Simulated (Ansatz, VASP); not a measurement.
# Two plane-wave programs on Tl

```xyz
1
Lattice="0.0000 2.4972 2.4972 2.4972 0.0000 2.4972 2.4972 2.4972 0.0000" Properties=species:S:1:pos:R:3 pbc="T T T"
Tl    0.0000    0.0000    0.0000
```

Alike in both runs: task single point; functional PBE; k mesh 8 × 8 × 8; occupations gaussian, width 0.05 eV; no spin polarisation.

|  | VASP | Ansatz |
| --- | --- | --- |
| version | VASP 6.6.1 | Ansatz 0.2.0 |
| potentials or method | VASP PAW PBE potentials, release 64 (Tl_d), cutoff 520 eV | scalar-relativistic, plane waves, PAW |
| valence electrons in the cell | 13 | 13 |

Ansatz gave:

| Property | Result |
| --- | --- |
| gap on the k mesh at the Fermi level (eV) | none |
| pressure (GPa) | 0.1 |

Question: What did VASP give for the same quantities?

Answer: gap on the k mesh at the Fermi level (eV): none; pressure (GPa): 0.0.

A gap of «none» marks a metal or a gap that the smearing closes. The functional is the same, so the differences come from potentials, cutoffs and numerics.

Neither program's run includes spin-orbit coupling.
